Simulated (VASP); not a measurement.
Runs of VASP 6.6.1 on Se. The structure is that of space group Pm-3m (No. 221), or close to it. The cells are those of the table. 

```csv
task,cell,k mesh,cutoff (eV),gap on the mesh (eV),pressure (GPa)
single point,"a = 2.769 Å, 1 atom",11 × 11 × 11,520,none,0.1
single point,"a = 2.654 Å, 1 atom",13 × 13 × 13,520,none,14.9
relaxation of cell and atoms,"relaxed from a = 2.866 Å, 1 atom",11 × 11 × 11,600,none,0.0
single point,"a = 2.806 Å, 1 atom",13 × 13 × 13,520,none,-2.9
single point,"a = 2.694 Å, 1 atom",13 × 13 × 13,520,none,(b)
single point,"a = 2.876 Å, 1 atom",13 × 13 × 13,520,none,-7.4
single point,"a = 2.732 Å, 1 atom",13 × 13 × 13,520,none,4.0
single point,"a = 2.841 Å, 1 atom",13 × 13 × 13,520,none,(a)
```

Alike in all rows: level LDA; potentials or basis VASP PAW LDA potentials, release 64 (Se); no spin polarisation; smearing fermi-dirac 0.1 eV.

Task: Fill in the values left out.

Result: (a) -5.4; (b) 8.9.

A k mesh can miss the band edges, and the runs leave out spin-orbit coupling on Se.

A gap of «none» marks levels without a gap at the run's occupations.
